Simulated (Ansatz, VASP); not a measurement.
# One calculation of Lu, two programs

Contents of INCAR:

```
PREC     = Accurate       # precision mode
ENCUT    = 520            # plane-wave cutoff, eV
EDIFF    = 1E-6           # SCF threshold, eV
ISMEAR   = -1             # smearing method
SIGMA    = 0.1            # smearing width, eV
LREAL    = False          # projectors in reciprocal space
LASPH    = True           # aspherical terms in the spheres
NELM     = 100            # most SCF steps
ALGO     = Normal         # electronic algorithm
ISIF     = 2              # what is computed and relaxed
LWAVE    = False          # write WAVECAR
LCHARG   = False          # write CHGCAR
GGA      = PS             # functional
NBANDS   = 44             # bands
```

The input KPOINTS:

```
Automatic mesh
0
Gamma
  8 8 11
```

The input POSCAR:

```
Lu
1.0
    5.1783401355      0.0000000000      0.0000000000
   -2.5891700677      4.4845741068      0.0000000000
    0.0000000000      0.0000000000      3.2523499811
Lu
3
Direct
    1.0000000000      0.0000000000      1.0000000000
    0.3333333333      0.6666666667      0.5000000000
    0.6666666667      0.3333333333      0.5000000000
```

Input for Ansatz:

```yaml
crystal:
  lattice:
    - [5.1783401355, 0.0, 0.0]
    - [-2.5891700677, 4.4845741068, 0.0]
    - [0.0, 0.0, 3.2523499811]
  atoms:
    - { symbol: Lu, position: [1.0, 0.0, 1.0] }
    - { symbol: Lu, position: [0.3333333333, 0.6666666667, 0.5] }
    - { symbol: Lu, position: [0.6666666667, 0.3333333333, 0.5] }
hamiltonian:
  xc: pbesol
  pseudopotentials:
    kind: paw
    azcp:
      Lu: "pseudopotentials/Lu.paw.azcp"
basis:
  ecutwfc: 420
  fft_grid_basis: typed
kpoints:
  mp_grid: { grid: [8, 8, 11], shift: [0, 0, 0] }
magnetization:
  spin_polarized: false
scf:
  occupations: { method: fermi_dirac, width: 0.1 }
  lower_state_search: "off"
output:
  stress: true
  write_density: true
  write_potential: true
  elf: true
  volumetric_format: npy
```

Alike in both runs: task single point; functional PBEsol; k mesh 8 × 8 × 11; occupations fermi-dirac, width 0.1 eV; no spin polarisation.

|  | VASP | Ansatz |
| --- | --- | --- |
| version | VASP 6.6.1 | Ansatz 0.2.0 |
| potentials or method | VASP PAW PBE potentials, release 64 (Lu), cutoff 520 eV | plane waves (420 eV) with PAW, scalar-relativistic |
| valence electrons in the cell | 75 | 75 |

|  | VASP | Ansatz | Ansatz less VASP |
| --- | --- | --- | --- |
| pressure (GPa) | 4.9 | 4.5 | -0.38 |
| traceless stress, the component that is largest in VASP (GPa) | -0.35 | -0.29 | +0.057 |

VASP's potentials were made for PBE, not for PBEsol, and Ansatz warns of the same on its side.

Spin-orbit coupling is off throughout.
